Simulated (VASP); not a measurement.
A run of VASP 6.6.1:

The input INCAR:

```
SYSTEM = FePt
PREC     = Accurate       ! precision mode
ENCUT    = 520            ! plane-wave cutoff, eV
EDIFF    = 1E-6           ! SCF threshold, eV
ISMEAR   = -1             ! smearing method
SIGMA    = 0.05           ! smearing width, eV
LREAL    = .FALSE.        ! projectors in reciprocal space
LASPH    = .TRUE.         ! aspherical terms in the spheres
NELM     = 150            ! most SCF steps
ALGO     = Fast           ! electronic algorithm
ISIF     = 2              ! what is computed and relaxed
LWAVE    = .FALSE.        ! write WAVECAR
LCHARG   = .TRUE.         ! write CHGCAR
ISPIN    = 2              ! spin polarisation
MAGMOM   = 0 3            ! initial moments
LORBIT   = 11             ! projections on sites
LMAXMIX  = 4              ! l up to which the mixer works
LELF     = .TRUE.         ! ELF
LVHAR    = .TRUE.       
NBANDS   = 20             ! bands
```

File KPOINTS:

```
Automatic mesh
0
G
  10 10 7
  0 0 0
```

Contents of POSCAR:

```
FePt
1.0
    2.7415369495      0.0000000000      0.0000000000
    0.0000000000      2.7415369495      0.0000000000
    0.0000000000      0.0000000000      3.7446364796
Pt Fe
1 1
Direct
    0.5000000000      0.5000000000      0.5000000000
    0.0000000000      0.0000000000      0.0000000000
```

Potentials or basis: VASP PAW LDA potentials, release 64 (Pt, Fe).

Run with:

```bash
$ cat potpaw_LDA.64/Pt/POTCAR potpaw_LDA.64/Fe/POTCAR > POTCAR
$ mpirun -np 1 vasp_std > vasp.out
```

Hardware: 1 thread of Intel(R) Xeon(R) Platinum 8375C CPU @ 2.90GHz (Ice Lake) (shared host).

Q: How long does it take, and how much memory?

A: Wall time 49 s on 1 thread of Intel(R) Xeon(R) Platinum 8375C CPU @ 2.90GHz (Ice Lake), with other jobs on the host, peak memory 0.19 GiB. Counts: scf iterations 15, k points 84.
